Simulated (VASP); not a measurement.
LuSi2Rh2, 5 atoms in the cell. The structure is tetragonal, space group I4/mmm (No. 139). Conventional cell: a = 3.950 Å, b = 3.950 Å, c = 9.766 Å, α = 90.00°, β = 90.00°, γ = 90.00°. Within 4.0 Å of Lu (site symmetry 4/mmm) lie 10 Si at 3.03 to 3.71 Å and 8 Rh at 3.14 Å and 4 Lu at 3.95 Å. Si (site symmetry 4mm) has 1 Si at 2.34 Å and 4 Rh at 2.35 Å and 4 Lu at 3.03 Å within 3.1 Å. Rh (site symmetry -4m2) has 4 Si at 2.35 Å and 4 Rh at 2.79 Å and 4 Lu at 3.14 Å within 3.2 Å. 

| Quantity | Value |
| --- | --- |
| Program | VASP 6.6.1 |
| Task | single point |
| Functional | LDA |
| Potentials or basis | VASP PAW PBE potentials, release 64 (Lu, Si, Rh_pv) |
| Cutoff | 520 eV |
| k mesh | 8 × 8 × 8 |
| Occupations | gaussian, width 0.1 eV |
| Spin | no spin polarisation |
| Dipole correction | no |
| Further INCAR settings | ALGO = Fast; EDIFF = 1e-06; NBANDS = 40 |

Potentials or basis: VASP PAW PBE potentials, release 64 (Lu, Si, Rh_pv).

Run with:

```console
$ cat potpaw_PBE.64/Lu/POTCAR potpaw_PBE.64/Si/POTCAR potpaw_PBE.64/Rh_pv/POTCAR > POTCAR
$ mpirun -np 1 vasp_std > vasp.out
```

Hardware: 1 thread of Intel(R) Xeon(R) Platinum 8488C (Sapphire Rapids), on a shared host.

Question: How long does it take, and how much memory?

Answer: Run time: 10 min on 1 thread of Intel(R) Xeon(R) Platinum 8488C (Sapphire Rapids), with other jobs on the host, peak memory 0.34 GiB. Counts: scf iterations 33, k points 59.
